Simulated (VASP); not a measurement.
# Si4HC4 in VASP: single point with PBE

Aim: the single point of Si4HC4 with PBE.

Everything below comes from runs of VASP 6.6.1. Logs are shortened: lines on timing, memory, paths and dates and some standing lists are left out, and cuts for length are marked.

## 1. The cell of the first run

The cell holds a slab with vacuum, 9 atoms: a = 3.092 Å, b = 5.074 Å, c = 18.969 Å, α = 90.00°, β = 90.00°, γ = 90.00°.

## 2. Single point, PBE, collinear spin

INCAR

```
SYSTEM = Si4HC4
ALGO = Normal ; DIPOL = 0.5 0.5 0.321
EDIFF = 1E-6 ; ENCUT = 520
GGA = PE ; IDIPOL = 3
ISIF = 2 ; ISMEAR = 0
ISPIN = 2 ; LASPH = .TRUE.
LCHARG = .FALSE. ; LDIPOL = .TRUE.
LORBIT = 11 ; LREAL = .FALSE.
LWAVE = .FALSE. ; MAGMOM = 0 0 0 0 0 0 0 0 1
NBANDS = 30 ; NELM = 150
PREC = Accurate ; SIGMA = 0.05
```

KPOINTS

```
k-points
0
G
  9 5 1
  0 0 0
```

POSCAR

```
Si4HC4
1.0
    3.0920147307      0.0000000000      0.0000000000
    0.0000000000      5.0738209340      0.0000000000
    0.0000000000      0.0000000000     18.9686857191
Si C H
4 4 1
Direct
    0.0000000000      0.9954360513      0.2108738612
    0.5000000000      0.4954360513      0.2579297186
    0.5000000000      0.9936728499      0.3565277206
    0.0000000000      0.4650509319      0.3853429995
    0.0000000000      0.6195639487      0.2108738612
    0.5000000000      0.1195639487      0.2579297186
    0.5000000000      0.6250367811      0.3569005390
    0.0000000000      0.1238202602      0.3937376490
    0.3333333333      0.2904869269      0.4575590421
```

Potentials or basis: VASP PAW PBE potentials, release 64 (Si, C, H).

On the command line:

```console
$ cat potpaw_PBE.64/Si/POTCAR potpaw_PBE.64/C/POTCAR potpaw_PBE.64/H/POTCAR > POTCAR
$ mpirun -np 1 vasp_std > vasp.out
```

OUTCAR:

```text
SYSTEM = Si4HC4
   EDIFF = 1E-6
   ENCUT = 520
   GGA = PE
   ISIF = 2
   ISMEAR = 0
   ISPIN = 2
   LASPH = .TRUE.
   LORBIT = 11
   LREAL = .FALSE.
   NELM = 150
   PREC = Accurate

 ion  position               nearest neighbor table
   1  0.000  0.995  0.211-   6 1.89   6 1.89   5 1.91   2 3.10   2 3.10   2 3.10   2 3.10
   2  0.500  0.495  0.258-   5 1.89   5 1.89   6 1.91   7 1.99   4 2.87   4 2.87   1 3.10   1 3.10
                             1 3.10   1 3.10   3 3.14
   3  0.500  0.994  0.357-   8 1.82   8 1.82   7 1.87   6 1.98   4 2.90   4 2.90   4 3.14   4 3.14
                             2 3.14
   4  0.000  0.465  0.385-   8 1.74   7 1.83   7 1.83   9 1.93   2 2.87   2 2.87   3 2.90   3 2.90
                             3 3.14   3 3.14
   5  0.000  0.620  0.211-   2 1.89   2 1.89   1 1.91
   6  0.500  0.120  0.258-   1 1.89   1 1.89   2 1.91   3 1.98
   7  0.500  0.625  0.357-   4 1.83   4 1.83   3 1.87   2 1.99
   8  0.000  0.124  0.394-   4 1.74   3 1.82   3 1.82
   9  0.333  0.290  0.458-   4 1.93

  LATTYP: Found a simple orthorhombic cell.
 ALAT       =     3.0920147307
 B/A-ratio  =     1.6409433253
 C/A-ratio  =     6.1347332957

  Lattice vectors:

 A1 = (   3.0920147307,   0.0000000000,   0.0000000000)
 A2 = (   0.0000000000,   5.0738209340,   0.0000000000)
 A3 = (   0.0000000000,   0.0000000000,  18.9686857191)

Analysis of symmetry for initial positions (statically):
=====================================================================
 Subroutine PRICEL returns:
 Original cell was already a primitive cell.

 Routine SETGRP: Setting up the symmetry group for a
 simple orthorhombic supercell.

 Subroutine GETGRP returns: Found  1 space group operations
 (whereof  1 operations were pure point group operations)
 out of a pool of  8 trial point group operations.

The static configuration has the point symmetry C_1 .

Analysis of symmetry for dynamics (positions and initial velocities):
=====================================================================
 Subroutine PRICEL returns:
 Original cell was already a primitive cell.

 Routine SETGRP: Setting up the symmetry group for a
 simple orthorhombic supercell.

 Subroutine GETGRP returns: Found  1 space group operations
 (whereof  1 operations were pure point group operations)
 out of a pool of  8 trial point group operations.

The dynamic configuration has the point symmetry C_1 .

Analysis of structural, dynamic, and magnetic symmetry:
=====================================================================
 Subroutine PRICEL returns:
 Original cell was already a primitive cell.

 Routine SETGRP: Setting up the symmetry group for a
 simple orthorhombic supercell.

 Subroutine GETGRP returns: Found  1 space group operations
 (whereof  1 operations were pure point group operations)
 out of a pool of  8 trial point group operations.

The overall configuration has the point symmetry C_1 .

 Subroutine INISYM returns: Found  1 space group operations
 (whereof  1 operations are pure point group operations),
 and found     1 'primitive' translations

----------------------------------------------------------------------------------------

                                     Primitive cell

  volume of cell :     297.5870

  direct lattice vectors                    reciprocal lattice vectors
     3.092014731  0.000000000  0.000000000     0.323413724  0.000000000  0.000000000
     0.000000000  5.073820934  0.000000000     0.000000000  0.197090125  0.000000000
     0.000000000  0.000000000 18.968685719     0.000000000  0.000000000  0.052718465

  length of vectors
     3.092014731  5.073820934 18.968685719     0.323413724  0.197090125  0.052718465

  position of ions in fractional coordinates (direct lattice)
     0.000000000  0.995436051  0.210873861
     0.500000000  0.495436051  0.257929719
     0.500000000  0.993672850  0.356527721
     0.000000000  0.465050932  0.385342999
     0.000000000  0.619563949  0.210873861
     0.500000000  0.119563949  0.257929719
     0.500000000  0.625036781  0.356900539
[... 77 lines left out ...]
   ICHARG =      2    charge: 1-file 2-atom 10-const
   ISPIN  =      2    spin polarized calculation?
   LNONCOLLINEAR =      F non collinear calculations
   LSORBIT =      F    spin-orbit coupling
   LASPH  =      T    aspherical Exc in radial PAW
   ENCUT  =  520.0 eV  38.22 Ry    6.18 a.u.   5.75  9.43 35.27*2*pi/ulx,y,z
   NELM   =    150;   NELMIN=  2; NELMDL= -5     # of ELM steps
   EDIFF  = 0.1E-05   stopping-criterion for ELM
   LREAL  =      F    real-space projection
   EDIFFG = 0.1E-04   stopping-criterion for IOM
   NSW    =      0    number of steps for IOM
   IBRION =     -1    ionic relax: 0-MD 1-quasi-New 2-CG
   NFREE  =      0    steps in history (QN), initial steepest desc. (CG)
   ISIF   =      2    stress and relaxation
   ISYM   =      2    0-nonsym 1-usesym 2-fastsym
   POTIM  = 0.5000    time-step for ionic-motion
   TEBEG  =    0.0;   TEEND  =   0.0 temperature during run
   PSTRESS=    0.0 pullay stress
   NELECT =      33.0000    total number of electrons
   NUPDOWN=      -1.0000    fix difference up-down
   EMIN   =  10.00;   EMAX   =-10.00  energy-range for DOS
   EFERMI =   0.00;   METHOD = LEGACY
   ISMEAR =     0;   SIGMA  =   0.05  broadening in eV -4-tet -1-fermi 0-gaus
   EFERMI_NEDOS =   21; number of points for ismear=-14 and -15
   IALGO  =     38    algorithm
   IMIX   =      4    mixing-type and parameters
     AMIX     =   0.40;   BMIX     =  1.00
     AMIX_MAG =   1.60;   BMIX_MAG =  1.00
  volume/ion in A,a.u.               =      33.07       223.14
  Fermi-wavevector in a.u.,A,eV,Ry     =   0.786517  1.486302  8.416688  0.618609
  Thomas-Fermi vector in A             =   1.891072
   LORBIT       =     11    0 simple, 1 ext, 2 COOP (PROOUT), +10 PAW based schemes
   GGA     = PE    functional components
   LHFCALC =     F    Hartree Fock is set to
   AEXX    =    0.0000 exact exchange contribution
   IVDW    =     0    specifies the selected vdW correction
   LEPSILON=     F    determine dielectric tensor
   LRPA    =     F    only Hartree local field effects (RPA)
 spin polarized calculation
 Gauss-broadening in eV      SIGMA  =   0.05
  energy-cutoff  :      520.00
  volume of cell :      297.59
 maximum number of plane-waves:      8052
 NGX is ok and might be reduce to    24
   NGX = 11   NGY = 19   NGZ = 71

 dipolmoment           0.000000      0.000000      0.012721 electrons x Angstroem

 number of electron      32.9999998 magnetization       0.4906372

 dipolmoment           0.000000      0.000000     -0.041640 electrons x Angstroem

 Free energy of the ion-electron system (eV)
  ---------------------------------------------------
  ext. energy  EPLUGINS =         0.00000000
  ---------------------------------------------------
  free energy    TOTEN  =       -56.51319187 eV

  energy without entropy =      -56.51077810  energy(sigma->0) =      -56.51198499

 E-fermi :  -0.6773     XC(G=0):  -4.1995

 val. band max:       -0.7049905920   @ k =   0.1111   0.0000   0.0000
 cond. band min:      -0.6746671155   @ k =   0.1111  -0.4000   0.0000
 fundamental gap:      0.0303234765
 Fermi energy:        -0.6773209530

 spin component 1

 k-point     1 :       0.0000    0.0000    0.0000
  band No.  band energies     occupation
      1     -16.8886      1.00000
      2     -14.7023      1.00000
      3     -13.4575      1.00000
      4     -11.5599      1.00000
      5     -10.2775      1.00000
      6      -9.1998      1.00000
[... 702 lines left out ...]
     27       6.1448      0.00000
     28       6.7609      0.00000
 Fermi energy:        -0.6773209530

 spin component 2

 k-point     1 :       0.0000    0.0000    0.0000
  band No.  band energies     occupation
      1     -16.8344      1.00000
      2     -14.6635      1.00000
      3     -13.3775      1.00000
      4     -11.5150      1.00000
      5     -10.2112      1.00000
      6      -9.1357      1.00000
[... 702 lines left out ...]
     27       6.2375      0.00000
     28       6.8617      0.00000
 [bands above 28 left out]

------------------------ aborting loop because EDIFF is reached ----------------------------------------

 vacuum level on the upper side and lower side of the slab       (xc-potential included)        -0.233         0.234

  FORCE on cell =-STRESS in cart. coord.  units (eV):
  Direction    XX          YY          ZZ          XY          YZ          ZX
  --------------------------------------------------------------------------------------
  -------------------------------------------------------------------------------------
  Total        1.8662678      1.6575735     -2.9740399      1.2535159      1.3597143     -1.6313337
  in kB       10.0477913      8.9242031    -16.0119212      6.7487989      7.3205600     -8.7829310
  external PRESSURE =       0.9866911 kB  Pullay stress =       0.0000000 kB

 VOLUME and BASIS-vectors are now :
 -----------------------------------------------------------------------------
  energy-cutoff  :      520.00
  volume of cell :      297.59
      direct lattice vectors                 reciprocal lattice vectors
     3.092014731  0.000000000  0.000000000     0.323413724  0.000000000  0.000000000
     0.000000000  5.073820934  0.000000000     0.000000000  0.197090125  0.000000000
     0.000000000  0.000000000 18.968685719     0.000000000  0.000000000  0.052718465

 POSITION                                       TOTAL-FORCE (eV/Angst)
 -----------------------------------------------------------------------------------
      0.00000      5.05066      4.00000         0.102752     -1.968575      1.699834
      1.54601      2.51375      4.89259         0.010757      0.720914     -2.801791
      1.54601      5.04172      6.76286        -0.215382     -0.779605     -0.962591
      0.00000      2.35959      7.30945         0.595903      0.857805      0.907733
      0.00000      3.14356      4.00000         0.005649      1.004480      1.618864
      1.54601      0.60665      4.89259         0.045867      0.331476     -0.264912
      1.54601      3.17132      6.76993         0.115966      0.133920     -0.200263
      0.00000      0.62824      7.46869         0.235286     -0.636161      0.004000
      1.03067      1.47388      8.67929        -0.896797      0.335747     -0.000875
 -----------------------------------------------------------------------------------
    total drift:                               -0.000029     -0.000209     -0.000082

  FREE ENERGIE OF THE ION-ELECTRON SYSTEM (eV)
  ---------------------------------------------------
  free  energy   TOTEN  =       -56.5131918749 eV

  energy  without entropy=      -56.5107781007  energy(sigma->0) =      -56.51198499

 vacuum level on the upper side and lower side of the slab         3.727         4.207

 total charge

# of ion       s       p       d       tot
------------------------------------------
    1        0.754   0.865   0.000   1.619
    2        0.709   0.924   0.000   1.633
    3        0.717   0.963   0.000   1.681
    4        0.742   0.965   0.000   1.707
    5        0.858   1.529   0.000   2.386
    6        0.850   1.629   0.000   2.478
    7        0.854   1.692   0.000   2.546
    8        0.878   1.649   0.000   2.528
    9        0.430   0.010   0.000   0.440
--------------------------------------------------
tot          6.791  10.226   0.000  17.017

 magnetization (x)

# of ion       s       p       d       tot
------------------------------------------
    1       -0.001   0.003   0.000   0.002
    2        0.001   0.001   0.000   0.001
    3        0.005   0.012   0.000   0.017
    4       -0.001  -0.006   0.000  -0.007
    5        0.002   0.013   0.000   0.015
    6        0.006   0.004   0.000   0.010
    7        0.005   0.012   0.000   0.017
    8        0.018   0.069   0.000   0.088
    9        0.085   0.001   0.000   0.086
--------------------------------------------------
tot          0.119   0.109   0.000   0.228
```

Wall time 12 min (1 thread of Intel Xeon Platinum 8488C (Sapphire Rapids), shared host); peak memory 0.64 GiB.

What came out:

```yaml
Free_energy: -56.5132 eV
Largest_force: 2.893 eV/Å
Net_moment: 0.49 μB per cell
Site_moments: Si +0.00, +0.02, -0.01 (each value once); C +0.01, +0.02, +0.09 (each value once); H +0.09 μB
Valence_electrons_inside_the_program's_atomic_spheres: Si 1.62, 1.63, 1.68, 1.71; C 2.39, 2.48, 2.55, 2.53; H 0.44
```

Forces on the atoms (eV/Å):
```
Si   0.103 -1.969  1.700
Si   0.011  0.721 -2.802
Si  -0.215 -0.780 -0.963
Si   0.596  0.858  0.908
C    0.006  1.004  1.619
C    0.046  0.331 -0.265
C    0.116  0.134 -0.200
C    0.235 -0.636  0.004
H   -0.897  0.336 -0.001
```

Levels at points of the mesh, in eV from the Fermi level:
Spin up:
```
           k point  band 14  band 15  band 16  band 17  band 18  band 19  band 20  band 21
(0.00, 0.00, 0.00)    -2.18    -0.92    -0.75    -0.21     1.29     1.97     2.87     3.25
```
Spin down:
```
           k point  band 14  band 15  band 16  band 17  band 18  band 19
(0.00, 0.00, 0.00)    -2.10    -0.85    -0.73     0.09     1.50     2.08
```

Caveat: a moment this small can come from the mesh or the smearing.
